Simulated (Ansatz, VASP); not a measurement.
One calculation of Cs2Na, two programs

INCAR

```
PREC = Accurate ; ENCUT = 520
EDIFF = 1E-7 ; ISMEAR = 0
SIGMA = 0.1 ; LREAL = F
LASPH = T ; NELM = 60
ALGO = Fast ; ISIF = 2
LWAVE = F ; LCHARG = F
GGA = PE ; NBANDS = 34
```

KPOINTS

```
Automatic mesh
0
Gamma
  4 4 4
```

POSCAR

```
Cs2Na
1.0
    0.0000000000      4.8289238216      4.8289238216
    4.8289238216      0.0000000000      4.8289238216
    4.8289238216      4.8289238216      0.0000000000
Cs Na
4 2
Direct
    0.6250000000      0.6250000000      0.6250000000
    0.1250000000      0.6250000000      0.6250000000
    0.6250000000      0.6250000000      0.1250000000
    0.6250000000      0.1250000000      0.6250000000
    0.0000000000      0.0000000000      0.0000000000
    0.2500000000      0.2500000000      0.2500000000
```

Input for Ansatz:

```yaml
crystal:
  lattice:
    - [0.0, 4.8289238216, 4.8289238216]
    - [4.8289238216, 0.0, 4.8289238216]
    - [4.8289238216, 4.8289238216, 0.0]
  atoms:
    - { symbol: Cs, position: [0.625, 0.625, 0.625] }
    - { symbol: Cs, position: [0.125, 0.625, 0.625] }
    - { symbol: Cs, position: [0.625, 0.625, 0.125] }
    - { symbol: Cs, position: [0.625, 0.125, 0.625] }
    - { symbol: Na, position: [0.0, 0.0, 0.0] }
    - { symbol: Na, position: [0.25, 0.25, 0.25] }
basis:
  ecutwfc: 420
kpoints:
  mp_grid: { grid: [4, 4, 4] }
hamiltonian:
  xc: pbe
scf:
  occupations: { method: gaussian, width: 0.1 }
  lower_state_search: "off"
output:
  forces: true
  stress: true
  eigenvalues: true
```

Alike in both runs: task single point; functional PBE; k mesh 4 × 4 × 4; occupations gaussian, width 0.1 eV; no spin polarisation.

|  | VASP | Ansatz |
| --- | --- | --- |
| version | VASP 6.6.1 | Ansatz 0.2.0 |
| potentials or method | VASP PAW PBE potentials, release 64 (Cs_sv, Na_pv), cutoff 520 eV | scalar-relativistic, plane waves, PAW |
| valence electrons in the cell | 50 | 54 |

VASP gave:

```
gap on the k mesh at the Fermi level (eV) : none
pressure (GPa)                            : 6.8
```

What did Ansatz give for the same quantities?

gap on the k mesh at the Fermi level (eV): none; pressure (GPa): 6.6.

A gap of «none» marks a metal or a gap that the smearing closes. The functional is the same, so the differences come from potentials, cutoffs and numerics. VASP's potentials hold 50 valence electrons a cell and Ansatz's 54, so a difference there can come from the potentials and not from the codes.

Neither program's run includes spin-orbit coupling.
